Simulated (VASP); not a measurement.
**Sc: single point with PBEsol**

The system is Sc.

```
Sc
1.0
     0.00000    2.19950    2.41945
     2.19950    0.00000    2.41945
     2.19950    2.19950    0.00000
Sc
1
Direct
  0.00000 0.00000 0.00000
```

This cell differs from its parent crystal: ratio of the length along z to the lengths across it x 1.1, volume and fractional coordinates fixed.

| Quantity | Value |
| --- | --- |
| Program | VASP 6.6.1 |
| Task | single point |
| Functional | PBEsol |
| Potentials or basis | VASP PAW PBE potentials, release 64 (Sc_sv) |
| Cutoff | 520 eV |
| k mesh | 20 × 20 × 20 |
| Occupations | gaussian, width 0.15 eV |
| Spin | no spin polarisation |

```yaml
Pressure: 0.4 GPa
```

Stress tensor (GPa, compression positive):
```
 1.48  0.00  0.00
 0.00  1.48  0.00
 0.00  0.00 -1.80
```

Levels at points of the mesh, in eV from the Fermi level:
| k point | band 1 | band 2 | band 3 | band 4 | band 5 | band 6 | band 7 | band 8 | band 9 | band 10 |
| --- | --- | --- | --- | --- | --- | --- | --- | --- | --- | --- |
| (0.00, 0.00, 0.00) | -49.10 | -27.57 | -27.57 | -27.56 | -5.29 | 1.21 | 1.90 | 1.90 | 2.66 | 3.48 |
| (0.50, 0.00, 0.00) | -49.02 | -28.05 | -27.65 | -27.60 | -1.83 | 0.36 | 1.18 | 1.88 | 3.95 | 4.21 |
| (0.50, 0.50, 0.00) | -49.02 | -27.99 | -27.69 | -27.69 | -1.73 | -0.59 | 1.23 | 4.12 | 4.31 | 4.31 |
| (0.50, 0.00, 0.50) | -48.99 | -28.03 | -27.82 | -27.70 | -1.60 | -0.72 | 2.60 | 4.00 | 4.05 | 4.60 |

Run time: 3.6 min on 1 thread of AMD EPYC 7R43 64-Core Processor (Zen 3), on a shared host, peak memory 0.24 GiB.

Caveat: the PAW data sets were made with another functional, which shifts forces and pressure a little.
